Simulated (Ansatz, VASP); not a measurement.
## Co in VASP and in Ansatz

```xyz
2
Lattice="1.2110 0.6992 4.2235 -1.2110 0.6992 4.2235 0.0000 -1.3983 4.2235" Properties=species:S:1:pos:R:3 pbc="T T T"
Co    0.0000    0.0000    1.1254
Co    0.0000    0.0000   11.5450
```

Alike in both runs: functional PBE; k mesh 9 × 9 × 9; occupations gaussian, width 0.1 eV; no spin polarisation.

Ansatz relaxed the structure, and its values are those at the end. VASP's run is a single point on that final structure, the one shown.

|  | VASP | Ansatz |
| --- | --- | --- |
| version | VASP 6.6.1 | Ansatz 0.2.0 |
| potentials or method | VASP PAW PBE potentials, release 64 (Co), cutoff 520 eV | scalar-relativistic, plane waves, PAW |
| valence electrons in the cell | 18 | 34 |

VASP gave:

* gap on the k mesh at the Fermi level (eV): none
* pressure (GPa): -0.8
* rms of the force components (eV/Å): 0.006

What did Ansatz give for the same quantities?

gap on the k mesh at the Fermi level (eV): none; pressure (GPa): 0.1; rms of the force components (eV/Å): 0.000.

A gap of «none» marks a metal or a gap that the smearing closes. The functional is the same, so the differences come from potentials, cutoffs and numerics. VASP's potentials hold 18 valence electrons a cell and Ansatz's 34, so a difference there can come from the potentials and not from the codes.
